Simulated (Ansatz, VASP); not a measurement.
## Two plane-wave programs on HfO2

```
Hf O
1.0
     0.00000    2.54876    2.54876
     2.54876    0.00000    2.54876
     2.54876    2.54876    0.00000
Hf O
1 2
Cartesian
  0.0000 0.0000 0.0000
  3.8231 3.8231 3.8231
  1.2744 1.2744 1.2744
```

Alike in both runs: functional PBE; k mesh 6 × 6 × 6; no spin polarisation.

Ansatz relaxed the structure, and its values are those at the end. VASP's run is a single point on that final structure, the one shown.

|  | VASP | Ansatz |
| --- | --- | --- |
| version | VASP 6.6.1 | Ansatz 0.2.0 |
| potentials or method | VASP PAW PBE potentials, release 64 (Hf_pv, O) | scalar-relativistic, plane waves, PAW |
| plane-wave cutoff (eV) | 520 | 420 |
| occupations | gaussian, width 0.01 eV | fixed |
| valence electrons in the cell | 22 | 38 |

Ansatz gave:

- gap on the k mesh at the Fermi level (eV): 3.75
- least direct gap on the mesh (eV): 3.75
- pressure (GPa): 0.0

**Question.** Which values does VASP return?

**Answer.** gap on the k mesh at the Fermi level (eV): 3.76; least direct gap on the mesh (eV): 3.76; pressure (GPa): -3.6.

VASP's potentials hold 22 valence electrons a cell and Ansatz's 38, so a difference there can come from the potentials and not from the codes.

Neither program's run includes spin-orbit coupling.
